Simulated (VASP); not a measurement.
# Y (P6_3/mmc) in VASP: a series of runs

Runs on Y. Level: PBE. Tasks: single point, relaxation of cell and atoms.

Everything below comes from runs of VASP 6.6.1. Logs are shortened: lines on timing, memory, paths and dates and some standing lists are left out, and cuts for length are marked.

**1. The cell of the first run**

The structure is hexagonal, space group P6_3/mmc (No. 194). Conventional cell: a = 2.844 Å, b = 2.844 Å, c = 9.117 Å, α = 90.00°, β = 90.00°, γ = 120.00°. Y (site symmetry -3m) has 12 Y at 2.81 to 2.84 Å within 3.7 Å. Within 3.7 Å of Y (site symmetry -6m2) lie 12 Y at 2.81 to 2.84 Å.

**2. Single point, PBE**

The input, INCAR:

```
SYSTEM = Y
ALGO = Normal
EDIFF = 1E-6
ENCUT = 520
GGA = PE
ISIF = 2
ISMEAR = -1
LASPH = .True.
LCHARG = .True.
LELF = .True.
LREAL = .False.
LVHAR = .True.
LWAVE = .False.
NBANDS = 30
NELM = 100
PREC = Accurate
SIGMA = 0.05
```

The input, KPOINTS:

```
k-points
0
Gamma
  13 13 4
  0 0 0
```

The input, POSCAR:

```
Y
1.0
    2.8443392879      0.0000000000      0.0000000000
   -1.4221696440      2.4632700803      0.0000000000
    0.0000000000      0.0000000000      9.1173669510
Y
4
Direct
    0.0000000000      0.0000000000      0.0000000000
    0.0000000000      0.0000000000      0.5000000000
    0.3333333333      0.6666666667      0.2500000000
    0.6666666667      0.3333333333      0.7500000000
```

Potentials or basis: VASP PAW PBE potentials, release 64 (Y_sv).

Run with:

```
cat potpaw_PBE.64/Y_sv/POTCAR > POTCAR
mpirun -np 1 vasp_std > vasp.out
```

OUTCAR:

```text
SYSTEM = Y
   EDIFF = 1E-6
   ENCUT = 520
   GGA = PE
   ISIF = 2
   ISMEAR = -1
   LASPH = .True.
   LREAL = .False.
   NELM = 100
   PREC = Accurate

 ion  position               nearest neighbor table
   1  0.000  0.000  0.000-   3 2.81   4 2.81   4 2.81   3 2.81   4 2.81   3 2.81   3 4.00   4 4.00
                             3 4.00   4 4.00   3 4.00   4 4.00
   2  0.000  0.000  0.500-   3 2.81   4 2.81   4 2.81   3 2.81   4 2.81   3 2.81   3 4.00   4 4.00
                             3 4.00   4 4.00   3 4.00   4 4.00
   3  0.333  0.667  0.250-   1 2.81   2 2.81   1 2.81   2 2.81   1 2.81   2 2.81   1 4.00   2 4.00
                             1 4.00   2 4.00   1 4.00   2 4.00
   4  0.667  0.333  0.750-   1 2.81   2 2.81   1 2.81   2 2.81   1 2.81   2 2.81   1 4.00   2 4.00
                             1 4.00   2 4.00   1 4.00   2 4.00

  LATTYP: Found a hexagonal cell.
 ALAT       =     2.8443392879
 C/A-ratio  =     3.2054428210

  Lattice vectors:

 A1 = (   2.8443392879,   0.0000000000,   0.0000000000)
 A2 = (  -1.4221696440,   2.4632700803,   0.0000000000)
 A3 = (   0.0000000000,   0.0000000000,   9.1173669510)

Analysis of symmetry for initial positions (statically):
=====================================================================
 Subroutine PRICEL returns:
 Original cell was already a primitive cell.

 Routine SETGRP: Setting up the symmetry group for a
 hexagonal supercell.

 Subroutine GETGRP returns: Found 24 space group operations
 (whereof 12 operations were pure point group operations)
 out of a pool of 24 trial point group operations.

The static configuration has the point symmetry D_3d.
 The point group associated with its full space group is D_6h.

Analysis of symmetry for dynamics (positions and initial velocities):
=====================================================================
 Subroutine PRICEL returns:
 Original cell was already a primitive cell.

 Routine SETGRP: Setting up the symmetry group for a
 hexagonal supercell.

 Subroutine GETGRP returns: Found 24 space group operations
 (whereof 12 operations were pure point group operations)
 out of a pool of 24 trial point group operations.

The dynamic configuration has the point symmetry D_3d.
 The point group associated with its full space group is D_6h.

 Subroutine INISYM returns: Found 24 space group operations
 (whereof 12 operations are pure point group operations),
 and found     1 'primitive' translations

----------------------------------------------------------------------------------------

                                     Primitive cell

  volume of cell :      63.8797

  direct lattice vectors                    reciprocal lattice vectors
     2.844339288  0.000000000  0.000000000     0.351575497  0.202982208  0.000000000
    -1.422169644  2.463270080  0.000000000     0.000000000  0.405964416  0.000000000
     0.000000000  0.000000000  9.117366951     0.000000000  0.000000000  0.109680789

  length of vectors
     2.844339288  2.844339288  9.117366951     0.405964416  0.405964416  0.109680789

  position of ions in fractional coordinates (direct lattice)
     0.000000000  0.000000000  0.000000000
     0.000000000  0.000000000  0.500000000
     0.333333333  0.666666667  0.250000000
     0.666666667  0.333333333  0.750000000

  ion indices of the primitive-cell ions
   primitive index   ion index
                 1           1
                 2           2
                 3           3
                 4           4

----------------------------------------------------------------------------------------

 KPOINTS: k-points

Automatic generation of k-mesh.
 Grid dimensions read from file:
 generate k-points for:   13   13    4

 Generating k-lattice:

  Cartesian coordinates                     Fractional coordinates (reciprocal lattice)
     0.027044269  0.015614016  0.000000000     0.076923077  0.000000000  0.000000000
     0.000000000  0.031228032  0.000000000     0.000000000  0.076923077  0.000000000
     0.000000000  0.000000000  0.027420197     0.000000000  0.000000000  0.250000000

  Length of vectors
     0.031228032  0.031228032  0.027420197

  Shift w.r.t. Gamma in fractional coordinates (k-lattice)
     0.000000000  0.000000000  0.000000000

 Subroutine IBZKPT returns following result:
 ===========================================

 Found     63 irreducible k-points:

 Following reciprocal coordinates:
            Coordinates               Weight
  0.000000  0.000000  0.000000      1.000000
  0.076923  0.000000  0.000000      6.000000
  0.153846  0.000000  0.000000      6.000000
  0.230769  0.000000  0.000000      6.000000
  0.307692  0.000000  0.000000      6.000000
  0.384615 -0.000000  0.000000      6.000000
[... 16 lines left out ...]
  0.076923  0.000000  0.250000     12.000000
  0.153846  0.000000  0.250000     12.000000
 [... further k-points ...]
   k-points           NKPTS =     63   k-points in BZ     NKDIM =     63   number of bands    NBANDS=     30
   number of dos      NEDOS =    301   number of ions     NIONS =      4
   total plane-waves  NPLWV =  40320
   dimension x,y,z NGX =    24 NGY =   24 NGZ =   70
   dimension x,y,z NGXF=    48 NGYF=   48 NGZF=  140
   ions per type =               4
   NGX,Y,Z   is equivalent  to a cutoff of  14.03, 14.03, 12.76 a.u.
   NGXF,Y,Z  is equivalent  to a cutoff of  28.06, 28.06, 25.53 a.u.
 SYSTEM =  Y
   PREC   = accura    normal or accurate (medium, high low for compatibility)
   ISTART =      0    job   : 0-new  1-cont  2-samecut
   ICHARG =      2    charge: 1-file 2-atom 10-const
   ISPIN  =      1    spin polarized calculation?
   LNONCOLLINEAR =      F non collinear calculations
   LSORBIT =      F    spin-orbit coupling
   LASPH  =      T    aspherical Exc in radial PAW
   ENCUT  =  520.0 eV  38.22 Ry    6.18 a.u.   5.29  5.29 16.95*2*pi/ulx,y,z
   NELM   =    100;   NELMIN=  2; NELMDL= -5     # of ELM steps
   EDIFF  = 0.1E-05   stopping-criterion for ELM
   LREAL  =      F    real-space projection
   EDIFFG = 0.1E-04   stopping-criterion for IOM
   NSW    =      0    number of steps for IOM
   IBRION =     -1    ionic relax: 0-MD 1-quasi-New 2-CG
   NFREE  =      0    steps in history (QN), initial steepest desc. (CG)
   ISIF   =      2    stress and relaxation
   ISYM   =      2    0-nonsym 1-usesym 2-fastsym
   POTIM  = 0.5000    time-step for ionic-motion
   TEBEG  =    0.0;   TEEND  =   0.0 temperature during run
   PSTRESS=    0.0 pullay stress
   NELECT =      44.0000    total number of electrons
   NUPDOWN=      -1.0000    fix difference up-down
   EMIN   =  10.00;   EMAX   =-10.00  energy-range for DOS
   EFERMI =   0.00;   METHOD = LEGACY
   ISMEAR =    -1;   SIGMA  =   0.05  broadening in eV -4-tet -1-fermi 0-gaus
   EFERMI_NEDOS =   21; number of points for ismear=-14 and -15
   IALGO  =     38    algorithm
   IMIX   =      4    mixing-type and parameters
     AMIX     =   0.40;   BMIX     =  1.00
     AMIX_MAG =   1.60;   BMIX_MAG =  1.00
  volume/ion in A,a.u.               =      15.97       107.77
  Fermi-wavevector in a.u.,A,eV,Ry     =   1.445789  2.732144 28.440318  2.090304
  Thomas-Fermi vector in A             =   2.563931
   LORBIT       =      0    0 simple, 1 ext, 2 COOP (PROOUT), +10 PAW based schemes
   GGA     = PE    functional components
   LHFCALC =     F    Hartree Fock is set to
   AEXX    =    0.0000 exact exchange contribution
   IVDW    =     0    specifies the selected vdW correction
   LEPSILON=     F    determine dielectric tensor
   LRPA    =     F    only Hartree local field effects (RPA)
 non-spin polarized calculation
  energy-cutoff  :      520.00
  volume of cell :       63.88
 maximum number of plane-waves:      1740
 NGX is ok and might be reduce to    24
   NGX = 11   NGY = 11   NGZ = 33

 number of electron      43.9999997 magnetization

 Free energy of the ion-electron system (eV)
  ---------------------------------------------------
  ext. energy  EPLUGINS =         0.00000000
  ---------------------------------------------------
  free energy    TOTEN  =       -15.49611136 eV

  energy without entropy =      -15.47036954  energy(sigma->0) =      -15.48324045

 E-fermi :   7.6666     XC(G=0): -12.6825

 val. band max:        7.6304144280   @ k =   0.3077   0.3077   0.2500
 cond. band min:       7.6741661638   @ k =   0.3846   0.1538   0.2500
 fundamental gap:      0.0437517358
 Fermi energy:         7.6665696251

 k-point     1 :       0.0000    0.0000    0.0000
  band No.  band energies     occupation
      1     -34.8777      2.00000
      2     -34.4021      2.00000
      3     -34.3670      2.00000
      4     -33.8343      2.00000
      5     -16.7506      2.00000
      6     -14.8041      2.00000
[... 22 lines left out ...]
     29      10.1804      0.00000
     30      10.4820      0.00000

 k-point     2 :       0.0769    0.0000    0.0000
  band No.  band energies     occupation
      1     -34.8334      2.00000
      2     -34.3679      2.00000
      3     -34.3328      2.00000
      4     -33.8132      2.00000
      5     -16.6806      2.00000
      6     -14.8245      2.00000
[... 22 lines left out ...]
     29      10.4546      0.00000
     30      10.7307      0.00000

 k-point     3 :       0.1538    0.0000    0.0000
  band No.  band energies     occupation
      1     -34.7068      2.00000
      2     -34.2719      2.00000
      3     -34.2368      2.00000
      4     -33.7558      2.00000
      5     -16.4772      2.00000
      6     -14.9358      2.00000
[... 22 lines left out ...]
     29      10.5952      0.00000
     30      11.1989      0.00000

 k-point     4 :       0.2308    0.0000    0.0000
  band No.  band energies     occupation
      1     -34.5167      2.00000
      2     -34.1329      2.00000
      3     -34.0978      2.00000
      4     -33.6799      2.00000
      5     -16.1645      2.00000
      6     -15.2654      2.00000
[... 616 lines left out ...]
     29      10.2942      0.00000
     30      10.2944      0.00000

 k-point    23 :       0.0769    0.0000    0.2500
  band No.  band energies     occupation
      1     -34.7983      2.00000
      2     -34.5415      2.00000
      3     -34.1513      2.00000
      4     -33.8563      2.00000
      5     -16.5448      2.00000
      6     -15.5506      2.00000
[... 22 lines left out ...]
     29      10.2466      0.00000
     30      10.5298      0.00000

 k-point    24 :       0.1538    0.0000    0.2500
  band No.  band energies     occupation
      1     -34.6738      2.00000
      2     -34.4331      2.00000
      3     -34.0689      2.00000
      4     -33.7956      2.00000
      5     -16.3609      2.00000
      6     -15.5236      2.00000
[... 22 lines left out ...]
     29      10.4131      0.00000
     30      10.7049      0.00000

 [... further k-points ...]

------------------------ aborting loop because EDIFF is reached ----------------------------------------

  FORCE on cell =-STRESS in cart. coord.  units (eV):
  Direction    XX          YY          ZZ          XY          YZ          ZX
  --------------------------------------------------------------------------------------
  -------------------------------------------------------------------------------------
  Total       32.2113272     32.2113272     32.3070248     -0.0000000      0.0000000      0.0000000
  in kB      807.8976331    807.8976331    810.2978396     -0.0000000      0.0000000      0.0000000
  external PRESSURE =     808.6977020 kB  Pullay stress =       0.0000000 kB

 VOLUME and BASIS-vectors are now :
 -----------------------------------------------------------------------------
  energy-cutoff  :      520.00
  volume of cell :       63.88
      direct lattice vectors                 reciprocal lattice vectors
     2.844339288  0.000000000  0.000000000     0.351575497  0.202982208  0.000000000
    -1.422169644  2.463270080  0.000000000     0.000000000  0.405964416  0.000000000
     0.000000000  0.000000000  9.117366951     0.000000000  0.000000000  0.109680789

 POSITION                                       TOTAL-FORCE (eV/Angst)
 -----------------------------------------------------------------------------------
      0.00000      0.00000      0.00000        -0.000000      0.000000      0.000000
      0.00000      0.00000      4.55868        -0.000000      0.000000      0.000000
     -0.00000      1.64218      2.27934         0.000000      0.000000     -0.000000
      1.42217      0.82109      6.83803        -0.000000      0.000000     -0.000000
 -----------------------------------------------------------------------------------
    total drift:                               -0.000000      0.000000      0.000000

  FREE ENERGIE OF THE ION-ELECTRON SYSTEM (eV)
  ---------------------------------------------------
  free  energy   TOTEN  =       -15.4961113573 eV

  energy  without entropy=      -15.4703695371  energy(sigma->0) =      -15.48324045
```

Run time: 64 s. Hardware: 1 thread of Intel Xeon 6975P-C (Granite Rapids), shared host; peak memory 0.25 GiB.

What came out:

```
Free energy            : -15.4961 eV
Pressure               : 80.9 GPa
Band gap on the k mesh : zero (bands 22 and 23 overlap by 2.14 eV)
```

Caveat: the cell stands under pressure.

(Continued in part 2 of 3.)

The gap in the log of VASP goes by the Fermi energy; the results here count the filled bands.